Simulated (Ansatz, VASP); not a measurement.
## One calculation of SnO2, two programs

```
CELL_PARAMETERS angstrom
4.85386 0.00000 0.00000
0.00000 4.85386 0.00000
0.00000 0.00000 3.26293
ATOMIC_POSITIONS crystal
Sn 0.00000 0.00000 0.00000
Sn 0.50000 0.50000 0.50000
O 0.30588 0.30588 0.00000
O 0.19412 0.80588 0.50000
O 0.69412 0.69412 0.00000
O 0.80588 0.19412 0.50000
```

Alike in both runs: task single point; functional r2SCAN; k mesh 4 × 4 × 6; no spin polarisation.

|  | VASP | Ansatz |
| --- | --- | --- |
| version | VASP 6.6.1 | Ansatz 0.2.0 |
| potentials or method | VASP PAW PBE potentials, release 64 (Sn_d, O) | plane waves, PAW |
| plane-wave cutoff (eV) | 520 | 500 |
| occupations | gaussian, width 0.01 eV | fixed |
| valence electrons in the cell | 52 | 52 |

```csv
,VASP,Ansatz,Ansatz less VASP
gap on the k mesh at the Fermi level (eV),1.11,1.09,-0.019
pressure (GPa),-10.1,-11.0,-0.85
"traceless stress, the component that is largest in VASP (GPa)",-1.74,-2.01,-0.275
rms of the force components (eV/Å),0.080,0.092,+0.0113
```

VASP's potentials were made for PBE, not for r2SCAN. Atom by atom the forces differ by 0.011 eV/Å (rms over components).
